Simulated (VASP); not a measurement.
A run of VASP 6.6.1:

File INCAR:

```
PREC = Accurate
ENCUT = 520
EDIFF = 1E-6
ISMEAR = 0
SIGMA = 0.15
LREAL = F
LASPH = T
NELM = 60
ALGO = Fast
ISIF = 2
LWAVE = F
LCHARG = F
GGA = PS
NBANDS = 58
```

KPOINTS

```
Automatic mesh
0
Gamma
  8 12 8
```

File POSCAR:

```
NiGe
1.0
    5.3107947876      0.0000000000      0.0000000000
    0.0000000000      3.4400167648      0.0000000000
    0.0000000000      0.0000000000      5.7392574988
Ni Ge
4 4
Direct
    1.0071087138      0.7500000000      0.1888713156
    0.0211356462      0.2500000000      0.8111286844
    0.5211356462      0.2500000000      0.6888713156
    0.5071087138      0.7500000000      0.3111286844
    0.8116425502      0.7500000000      0.5883967035
    0.1883574498      0.2500000000      0.4116032965
    0.6883574498      0.2500000000      0.0883967035
    0.3116425502      0.7500000000      0.9116032965
```

Potentials or basis: VASP PAW PBE potentials, release 64 (Ni, Ge_d).

The run is started by

```bash
$ cat potpaw_PBE.64/Ni/POTCAR potpaw_PBE.64/Ge_d/POTCAR > POTCAR
$ mpirun -np 1 vasp_std > vasp.out
```

Hardware: 1 thread of Oxide Virtual Turin-like Processor, with other jobs on the host.

Problem. Estimate the wall time of this run.

Solution. Run time: 35 min on 1 thread of Oxide Virtual Turin-like Processor, on a shared host, peak memory 0.76 GiB. Counts: scf iterations 18, k points 175.
